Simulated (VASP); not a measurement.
# Be (P6_3/mmc) in VASP: notebook

Be is run at these levels: r2SCAN; tasks: single point, relaxation of cell and atoms.

Program: VASP 6.6.1. These are calculated values, not measurements. Logs are shortened: lines on timing, memory, paths and dates and some standing lists are left out, and cuts for length are marked.

## (1) The cell of the first run

The structure is hexagonal, space group P6_3/mmc (No. 194). The conventional cell has a = 2.258 Å, b = 2.258 Å, c = 7.159 Å, α = 90.00°, β = 90.00°, γ = 120.00°. Within 2.9 Å of Be (site symmetry -3m) lie 12 Be at 2.21 to 2.26 Å. Be (site symmetry -6m2) has 12 Be at 2.21 to 2.26 Å within 2.9 Å.

## (2) Single point, r2SCAN

POSCAR reads:

```
Be
1.0
    2.2576869553     -0.0000000001      0.0000000000
   -1.1288434776      1.9552142571      0.0000000000
    0.0000000000      0.0000000000      7.1593635056
Be
4
Direct
    0.0000000000      0.0000000000      0.0000000000
    0.0000000000      0.0000000000      0.5000000000
    0.3333333333      0.6666666667      0.7500000000
    0.6666666667      0.3333333333      0.2500000000
```

INCAR.step1 reads:

```
SYSTEM = Be
PREC = Accurate
ENCUT = 520
ISMEAR = 0
SIGMA = 0.1
LREAL = .False.
LASPH = .True.
NELM = 80
NBANDS = 12
GGA = PE
ALGO = Normal
EDIFF = 1E-4
LWAVE = .True.
LCHARG = .False.
```

INCAR.step2 reads:

```
SYSTEM = Be
PREC = Accurate
ENCUT = 520
EDIFF = 1E-6
ISMEAR = 0
SIGMA = 0.1
LREAL = .False.
LASPH = .True.
NELM = 80
ALGO = Normal
ISIF = 2
LWAVE = .False.
LCHARG = .True.
METAGGA = R2SCAN
LMIXTAU = .True.
LELF = .True.
LVHAR = .True.
NBANDS = 12
ISTART = 1
```

KPOINTS reads:

```
Automatic mesh
0
Gamma
  9 9 4
  0 0 0
```

Potentials or basis: VASP PAW PBE potentials, release 64 (Be).

The run is started by

```sh
$ cat potpaw_PBE.64/Be/POTCAR > POTCAR
$ cp INCAR.step1 INCAR
$ mpirun -np 1 vasp_std > vasp.out
$ cp INCAR.step2 INCAR
$ mpirun -np 1 vasp_std > vasp.out
```

OUTCAR:

```text
SYSTEM = Be
   PREC = Accurate
   ENCUT = 520
   EDIFF = 1E-6
   ISMEAR = 0
   LREAL = .False.
   LASPH = .True.
   NELM = 80
   ISIF = 2
   METAGGA = R2SCAN
   ISTART = 1

 ion  position               nearest neighbor table
   1  0.000  0.000  0.000-   3 2.21   4 2.21   3 2.21   4 2.21   4 2.21   3 2.21
   2  0.000  0.000  0.500-   3 2.21   4 2.21   3 2.21   4 2.21   4 2.21   3 2.21
   3  0.333  0.667  0.750-   1 2.21   2 2.21   1 2.21   2 2.21   1 2.21   2 2.21
   4  0.667  0.333  0.250-   1 2.21   2 2.21   1 2.21   2 2.21   1 2.21   2 2.21

  LATTYP: Found a hexagonal cell.
 ALAT       =     2.2576869553
 C/A-ratio  =     3.1711054931

  Lattice vectors:

 A1 = (   2.2576869553,  -0.0000000001,   0.0000000000)
 A2 = (  -1.1288434776,   1.9552142571,   0.0000000000)
 A3 = (   0.0000000000,   0.0000000000,   7.1593635056)

Analysis of symmetry for initial positions (statically):
=====================================================================
 Subroutine PRICEL returns:
 Original cell was already a primitive cell.

 Routine SETGRP: Setting up the symmetry group for a
 hexagonal supercell.

 Subroutine GETGRP returns: Found 24 space group operations
 (whereof 12 operations were pure point group operations)
 out of a pool of 24 trial point group operations.

The static configuration has the point symmetry D_3d.
 The point group associated with its full space group is D_6h.

Analysis of symmetry for dynamics (positions and initial velocities):
=====================================================================
 Subroutine PRICEL returns:
 Original cell was already a primitive cell.

 Routine SETGRP: Setting up the symmetry group for a
 hexagonal supercell.

 Subroutine GETGRP returns: Found 24 space group operations
 (whereof 12 operations were pure point group operations)
 out of a pool of 24 trial point group operations.

The dynamic configuration has the point symmetry D_3d.
 The point group associated with its full space group is D_6h.

 Subroutine INISYM returns: Found 24 space group operations
 (whereof 12 operations are pure point group operations),
 and found     1 'primitive' translations

----------------------------------------------------------------------------------------

                                     Primitive cell

  volume of cell :      31.6033

  direct lattice vectors                    reciprocal lattice vectors
     2.257686955 -0.000000000  0.000000000     0.442931203  0.255726450  0.000000000
    -1.128843478  1.955214257  0.000000000     0.000000000  0.511452899  0.000000000
     0.000000000  0.000000000  7.159363506     0.000000000  0.000000000  0.139677221

  length of vectors
     2.257686955  2.257686955  7.159363506     0.511452899  0.511452899  0.139677221

  position of ions in fractional coordinates (direct lattice)
     0.000000000  0.000000000  0.000000000
     0.000000000  0.000000000  0.500000000
     0.333333333  0.666666667  0.750000000
     0.666666667  0.333333333  0.250000000

  ion indices of the primitive-cell ions
   primitive index   ion index
                 1           1
                 2           2
                 3           3
                 4           4

----------------------------------------------------------------------------------------

 KPOINTS: Automatic mesh

Automatic generation of k-mesh.
 Grid dimensions read from file:
 generate k-points for:    9    9    4

 Generating k-lattice:

  Cartesian coordinates                     Fractional coordinates (reciprocal lattice)
     0.049214578  0.028414050  0.000000000     0.111111111  0.000000000  0.000000000
     0.000000000  0.056828100  0.000000000     0.000000000  0.111111111  0.000000000
     0.000000000  0.000000000  0.034919305     0.000000000  0.000000000  0.250000000

  Length of vectors
     0.056828100  0.056828100  0.034919305

  Shift w.r.t. Gamma in fractional coordinates (k-lattice)
     0.000000000  0.000000000  0.000000000

 Subroutine IBZKPT returns following result:
 ===========================================

 Found     36 irreducible k-points:

 Following reciprocal coordinates:
            Coordinates               Weight
  0.000000  0.000000  0.000000      1.000000
  0.111111  0.000000  0.000000      6.000000
  0.222222  0.000000  0.000000      6.000000
  0.333333  0.000000  0.000000      6.000000
  0.444444  0.000000  0.000000      6.000000
  0.111111  0.111111  0.000000      6.000000
[... 16 lines left out ...]
  0.333333  0.222222  0.250000     24.000000
  0.333333  0.333333  0.250000      4.000000
 [... further k-points ...]
   k-points           NKPTS =     36   k-points in BZ     NKDIM =     36   number of bands    NBANDS=     12
   number of dos      NEDOS =    301   number of ions     NIONS =      4
   total plane-waves  NPLWV =  17496
   dimension x,y,z NGX =    18 NGY =   18 NGZ =   54
   dimension x,y,z NGXF=    36 NGYF=   36 NGZF=  108
   ions per type =               4
   NGX,Y,Z   is equivalent  to a cutoff of  13.25, 13.25, 12.54 a.u.
   NGXF,Y,Z  is equivalent  to a cutoff of  26.51, 26.51, 25.08 a.u.
 SYSTEM =  Be
   PREC   = accura    normal or accurate (medium, high low for compatibility)
   ISTART =      1    job   : 0-new  1-cont  2-samecut
   ICHARG =      0    charge: 1-file 2-atom 10-const
   ISPIN  =      1    spin polarized calculation?
   LNONCOLLINEAR =      F non collinear calculations
   LSORBIT =      F    spin-orbit coupling
   LASPH  =      T    aspherical Exc in radial PAW
   ENCUT  =  520.0 eV  38.22 Ry    6.18 a.u.   4.20  4.20 13.31*2*pi/ulx,y,z
   NELM   =     80;   NELMIN=  2; NELMDL=  0     # of ELM steps
   EDIFF  = 0.1E-05   stopping-criterion for ELM
   LREAL  =      F    real-space projection
   EDIFFG = 0.1E-04   stopping-criterion for IOM
   NSW    =      0    number of steps for IOM
   IBRION =     -1    ionic relax: 0-MD 1-quasi-New 2-CG
   NFREE  =      0    steps in history (QN), initial steepest desc. (CG)
   ISIF   =      2    stress and relaxation
   ISYM   =      2    0-nonsym 1-usesym 2-fastsym
   POTIM  = 0.5000    time-step for ionic-motion
   TEBEG  =    0.0;   TEEND  =   0.0 temperature during run
   PSTRESS=    0.0 pullay stress
   NELECT =       8.0000    total number of electrons
   NUPDOWN=      -1.0000    fix difference up-down
   EMIN   =  10.00;   EMAX   =-10.00  energy-range for DOS
   EFERMI =   0.00;   METHOD = LEGACY
   ISMEAR =     0;   SIGMA  =   0.10  broadening in eV -4-tet -1-fermi 0-gaus
   EFERMI_NEDOS =   21; number of points for ismear=-14 and -15
   IALGO  =     38    algorithm
   IMIX   =      4    mixing-type and parameters
     AMIX     =   0.40;   BMIX     =  1.00
     AMIX_MAG =   1.60;   BMIX_MAG =  1.00
  volume/ion in A,a.u.               =       7.90        53.32
  Fermi-wavevector in a.u.,A,eV,Ry     =   1.035605  1.957009 14.591936  1.072477
  Thomas-Fermi vector in A             =   2.169956
   LORBIT       =      0    0 simple, 1 ext, 2 COOP (PROOUT), +10 PAW based schemes
   METAGGA = R2SCAN    functional components
   LHFCALC =     F    Hartree Fock is set to
   AEXX    =    0.0000 exact exchange contribution
   IVDW    =     0    specifies the selected vdW correction
   LEPSILON=     F    determine dielectric tensor
   LRPA    =     F    only Hartree local field effects (RPA)
 non-spin polarized calculation
 Gauss-broadening in eV      SIGMA  =   0.10
  energy-cutoff  :      520.00
  volume of cell :       31.60
 maximum number of plane-waves:       870
 NGX is ok and might be reduce to    18
   NGX =  9   NGY =  9   NGZ = 27

 number of electron       8.0000000 magnetization

 Free energy of the ion-electron system (eV)
  ---------------------------------------------------
  ext. energy  EPLUGINS =         0.00000000
  ---------------------------------------------------
  free energy    TOTEN  =       -17.25198930 eV

  energy without entropy =      -17.24837667  energy(sigma->0) =      -17.25018299

 E-fermi :   6.7551     XC(G=0): -11.2637

 val. band max:        6.7079287905   @ k =   0.3333   0.0000   0.0000
 cond. band min:       6.7781982151   @ k =   0.3333   0.1111   0.0000
 fundamental gap:      0.0702694246
 Fermi energy:         6.7550613266

 k-point     1 :       0.0000    0.0000    0.0000
  band No.  band energies     occupation
      1      -5.1104      2.00000
      2      -2.7985      2.00000
      3      -2.7876      2.00000
      4       2.3050      2.00000
      5       8.0744      0.00000
      6      18.3253      0.00000
      7      18.3395      0.00000
      8      24.7534      0.00000
      9      24.7534      0.00000
     10      25.9744      0.00000
     11      25.9744      0.00000
     12      26.4039      0.00000

 k-point     2 :       0.1111    0.0000    0.0000
  band No.  band energies     occupation
      1      -4.7248      2.00000
      2      -2.4054      2.00000
      3      -2.3945      2.00000
      4       2.8020      2.00000
      5       8.2051      0.00000
      6      18.3570      0.00000
      7      18.4505      0.00000
      8      21.9734      0.00000
      9      22.7766      0.00000
     10      24.0373      0.00000
     11      24.2552      0.00000
     12      25.0417      0.00000

 k-point     3 :       0.2222    0.0000    0.0000
  band No.  band energies     occupation
      1      -3.5675      2.00000
      2      -1.2374      2.00000
      3      -1.2272      2.00000
      4       4.2852      2.00000
      5       8.4487      0.00000
      6      16.0428      0.00000
      7      17.4774      0.00000
      8      19.0129      0.00000
      9      20.1010      0.00000
     10      20.2983      0.00000
     11      20.8564      0.00000
     12      22.9201      0.00000

 k-point     4 :       0.3333    0.0000    0.0000
  band No.  band energies     occupation
      1      -1.6499      2.00000
      2       0.6375      2.00000
      3       0.6426      2.00000
      4       6.7079      1.49494
      5       7.7137      0.00000
      6      12.2274      0.00000
      7      13.2085      0.00000
      8      14.8516      0.00000
      9      18.5023      0.00000
     10      19.7264      0.00000
     11      20.2828      0.00000
     12      21.2211      0.00000

 k-point     5 :       0.4444    0.0000    0.0000
  band No.  band energies     occupation
      1       0.8955      2.00000
      2       2.6980      2.00000
      3       2.7951      2.00000
      4       4.9808      2.00000
      5       8.8563      0.00000
      6       9.0555      0.00000
      7      10.6436      0.00000
      8      14.5527      0.00000
      9      14.9889      0.00000
     10      17.5791      0.00000
     11      17.7173      0.00000
     12      20.3310      0.00000
[... 228 lines left out ...]
      1       2.2862      2.00000
      2       2.9169      2.00000
      3       3.8936      2.00000
      4       4.4842      2.00000
      5       8.6887      0.00000
      6       8.7787      0.00000
      7      11.3038      0.00000
      8      12.0805      0.00000
      9      14.4193      0.00000
     10      15.8739      0.00000
     11      17.5277      0.00000
     12      19.2575      0.00000

 k-point    22 :       0.2222    0.2222    0.2500
  band No.  band energies     occupation
      1      -0.3278      2.00000
      2       0.8034      2.00000
      3       3.0700      2.00000
      4       6.3862      2.00000
      5      10.2383      0.00000
      6      10.9101      0.00000
      7      11.9550      0.00000
      8      13.1092      0.00000
      9      14.0010      0.00000
     10      16.0728      0.00000
     11      18.8501      0.00000
     12      19.7209      0.00000

 k-point    23 :       0.3333    0.2222    0.2500
  band No.  band energies     occupation
      1       2.3019      2.00000
      2       3.2610      2.00000
      3       4.9780      2.00000
      4       6.0958      2.00000
      5       8.5096      0.00000
      6       9.2857      0.00000
      7       9.7808      0.00000
      8      11.3070      0.00000
      9      13.0166      0.00000
     10      14.8521      0.00000
     11      16.6100      0.00000
     12      18.6856      0.00000

 k-point    24 :       0.3333    0.3333    0.2500
  band No.  band energies     occupation
      1       4.9525      2.00000
      2       4.9525      2.00000
      3       6.0242      2.00000
      4       6.0903      2.00000
      5       6.6408      1.89393
      6       6.6408      1.89393
      7       9.8596      0.00000
      8       9.8596      0.00000
      9      13.8799      0.00000
     10      14.2485      0.00000
     11      16.2040      0.00000
     12      16.2040      0.00000

 [... further k-points ...]
[... 5 lines left out ...]
  --------------------------------------------------------------------------------------
  -------------------------------------------------------------------------------------
  Total        0.0244369      0.0244369      0.0539976     -0.0000000      0.0000000      0.0000000
  in kB        1.2388671      1.2388671      2.7374887     -0.0000000      0.0000000      0.0000000
  external PRESSURE =       1.7384076 kB  Pullay stress =       0.0000000 kB

 VOLUME and BASIS-vectors are now :
 -----------------------------------------------------------------------------
  energy-cutoff  :      520.00
  volume of cell :       31.60
      direct lattice vectors                 reciprocal lattice vectors
     2.257686955 -0.000000000  0.000000000     0.442931203  0.255726450  0.000000000
    -1.128843478  1.955214257  0.000000000     0.000000000  0.511452899  0.000000000
     0.000000000  0.000000000  7.159363506     0.000000000  0.000000000  0.139677221

 POSITION                                       TOTAL-FORCE (eV/Angst)
 -----------------------------------------------------------------------------------
      0.00000      0.00000      0.00000        -0.000000      0.000000     -0.000000
      0.00000      0.00000      3.57968        -0.000000      0.000000     -0.000000
     -0.00000      1.30348      5.36952         0.000000      0.000000     -0.000000
      1.12884      0.65174      1.78984        -0.000000     -0.000000      0.000000
 -----------------------------------------------------------------------------------
    total drift:                               -0.000000      0.000000     -0.000000

  FREE ENERGIE OF THE ION-ELECTRON SYSTEM (eV)
  ---------------------------------------------------
  free  energy   TOTEN  =       -17.2519892998 eV

  energy  without entropy=      -17.2483766730  energy(sigma->0) =      -17.25018299
```

It took 72 s on 1 thread of AMD EPYC 7R13 (Zen 3), shared host; peak memory 0.11 GiB.

What came out:

| Property | Result |
| --- | --- |
| Free energy | -17.2520 eV |
| Pressure | 0.2 GPa |
| Band gap on the k mesh | zero (band 4 reaches 8.11 eV, above the bottom of band 5 at 6.61 eV) |

Caveat: the PAW data sets were made with another functional, which shifts forces and pressure a little.

(Continued in part 2 of 2.)
